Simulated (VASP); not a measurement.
Write the native input for VASP 6.6.1 that does the following.

| Quantity | Value |
| --- | --- |
| Task | single point |
| Functional | PBEsol |
| Potentials or basis | VASP PAW PBE potentials, release 64 (Be) |
| Cutoff | 520 eV |
| k mesh | 23 × 23 × 23 |
| Occupations | fermi-dirac, width 0.03 eV |
| Spin | no spin polarisation |
| Dipole correction | no |
| Further INCAR settings | ALGO = Normal; EDIFF = 1e-07; NBANDS = 7 |

The structure of Be lies in POSCAR:

```
Be
1.0
   -1.2655288964      1.2655288964      1.2655288964
    1.2655288964     -1.2655288964      1.2655288964
    1.2655288964      1.2655288964     -1.2655288964
Be
1
Direct
    0.0000000000      0.0000000000      0.0000000000
```

This cell differs from its parent crystal: volume scaled by 1.03.

One way to write it, as run:

INCAR

```
  ALGO = Normal
  EDIFF = 1E-7
  ENCUT = 520
  GGA = PS
  ISIF = 2
  ISMEAR = -1
  LASPH = True
  LCHARG = False
  LREAL = False
  LWAVE = False
  NBANDS = 7
  NELM = 100
  PREC = Accurate
  SIGMA = 0.03
```

KPOINTS

```
k-points
0
Gamma
  23 23 23
```

Potentials or basis: VASP PAW PBE potentials, release 64 (Be).

Launch:

```sh
$ cat potpaw_PBE.64/Be/POTCAR > POTCAR
$ mpirun -np 1 vasp_std > vasp.out
```

Results of the run:

```yaml
Pressure: -5.0 GPa
Band_gap_on_the_k_mesh: zero (band 1 reaches 11.10 eV, above the bottom of band 2 at 6.37 eV)
```

Caveat: the PAW data sets were made with another functional, which shifts forces and pressure a little.

It took 6.2 s on 1 thread of Intel(R) Xeon(R) Platinum 8259CL CPU @ 2.50GHz (Skylake/Cascade Lake), with other jobs on the host, peak memory 0.12 GiB.
